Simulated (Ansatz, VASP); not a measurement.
# Mg5O: VASP beside Ansatz

File INCAR:

```
ALGO = Normal
EDIFF = 1E-6
EDIFFG = -0.08
ENCUT = 600
GGA = PE
IBRION = 2
ISIF = 3
ISMEAR = 0
LASPH = True
LCHARG = False
LREAL = False
LWAVE = False
NELM = 60
NSW = 36
PREC = Accurate
SIGMA = 0.2
```

KPOINTS

```
k-points
0
Gamma
  6 6 1
```

File POSCAR:

```
Mg5O
1.0
    3.1500000000      0.0000000000      0.0000000000
   -1.5750000000      2.7279800200      0.0000000000
    0.0000000000      0.0000000000     22.4000000000
Mg O
10 2
Direct
    0.3333333300      0.6666666700      0.4500000000
    0.6666666700      0.3333333300      0.5500000000
    0.3333333300      0.6666666700      0.6500000000
    0.6666666700      0.3333333300      0.7500000000
    0.3333333300      0.6666666700      0.0500000000
    0.6666666700      0.3333333300      0.9500000000
    0.3333333300      0.6666666700      0.8500000000
    0.6666666700      0.3333333300      0.3500000000
    0.3333333300      0.6666666700      0.2500000000
    0.6666666700      0.3333333300      0.1500000000
    0.0000000000      0.0000000000      0.5000000000
    0.0000000000      0.0000000000      0.0000000000
```

Input for Ansatz:

```yaml
crystal:
  lattice:
    - [3.15, 0.0, 0.0]
    - [-1.575, 2.72798002, 0.0]
    - [0.0, 0.0, 22.4]
  atoms:
    - { symbol: Mg, position: [0.33333333, 0.66666667, 0.45] }
    - { symbol: Mg, position: [0.66666667, 0.33333333, 0.55] }
    - { symbol: Mg, position: [0.33333333, 0.66666667, 0.65] }
    - { symbol: Mg, position: [0.66666667, 0.33333333, 0.75] }
    - { symbol: Mg, position: [0.33333333, 0.66666667, 0.05] }
    - { symbol: Mg, position: [0.66666667, 0.33333333, 0.95] }
    - { symbol: Mg, position: [0.33333333, 0.66666667, 0.85] }
    - { symbol: Mg, position: [0.66666667, 0.33333333, 0.35] }
    - { symbol: Mg, position: [0.33333333, 0.66666667, 0.25] }
    - { symbol: Mg, position: [0.66666667, 0.33333333, 0.15] }
    - { symbol: O, position: [0.0, 0.0, 0.5] }
    - { symbol: O, position: [0.0, 0.0, 0.0] }
basis:
  ecutwfc: 420
kpoints:
  mp_grid: { grid: [6, 6, 1] }
hamiltonian:
  xc: pbe
scf:
  occupations: { method: gaussian, width: 0.2 }
  lower_state_search: "off"
output:
  forces: true
  stress: true
  eigenvalues: true
relax:
  adjacent_minimum: "off"
  f_tol: 0.08
  max_steps: 16
  cell: { stress_tol: 0.8 }
```

Alike in both runs: task relaxation of cell and atoms; functional PBE; k mesh 6 × 6 × 1; occupations gaussian, width 0.2 eV; no spin polarisation.

|  | VASP | Ansatz |
| --- | --- | --- |
| version | VASP 6.6.1 | Ansatz 0.2.0 |
| potentials or method | VASP PAW PBE potentials, release 64 (Mg, O), cutoff 600 eV | scalar-relativistic, plane waves, PAW |
| valence electrons in the cell | 32 | 112 |

```csv
,VASP,Ansatz,Ansatz less VASP
"gap on the k mesh at the Fermi level, each at its own relaxed structure (eV)",none,none,-
relaxed volume (Å³/atom),18.32,18.33,+0.011
relaxed cell length with the largest relative difference (Å),3.149,3.150,+0.0018
```

A gap of «none» marks a metal or a gap that the smearing closes. VASP's potentials hold 32 valence electrons a cell and Ansatz's 112, so a difference there can come from the potentials and not from the codes.

The k mesh is coarse, so the values compare programs but aren't converged.
